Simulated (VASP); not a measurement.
Nb, 1 atom in the cell. Symmetry: Im-3m, No. 229, cubic system. The conventional cell has a = 3.246 Å, b = 3.246 Å, c = 3.246 Å, α = 90.00°, β = 90.00°, γ = 90.00°. Nb (site symmetry m-3m) has 14 Nb at 2.81 to 3.25 Å within 3.7 Å. 

| Item | Value |
| --- | --- |
| Program | VASP 6.6.1 |
| Task | single point |
| Functional | LDA |
| Potentials or basis | VASP PAW LDA potentials, release 64 (Nb_sv) |
| Cutoff | 520 eV |
| k mesh | 14 × 14 × 14 |
| Occupations | gaussian, width 0.3 eV |
| Spin | no spin polarisation |
| Dipole correction | no |
| Further INCAR settings | ALGO = Normal; EDIFF = 1e-06; NBANDS = 12 |

Potentials or basis: VASP PAW LDA potentials, release 64 (Nb_sv).

Command:

```sh
$ cat potpaw_LDA.64/Nb_sv/POTCAR > POTCAR
$ mpirun -np 1 vasp_std > vasp.out
```

Hardware: 1 thread of AMD EPYC 7R13 (shared host).

Q: Estimate the wall time of this run.

A: Wall time 52 s on 1 thread of AMD EPYC 7R13, on a shared host, peak memory 0.11 GiB. Counts: scf iterations 12, k points 104.
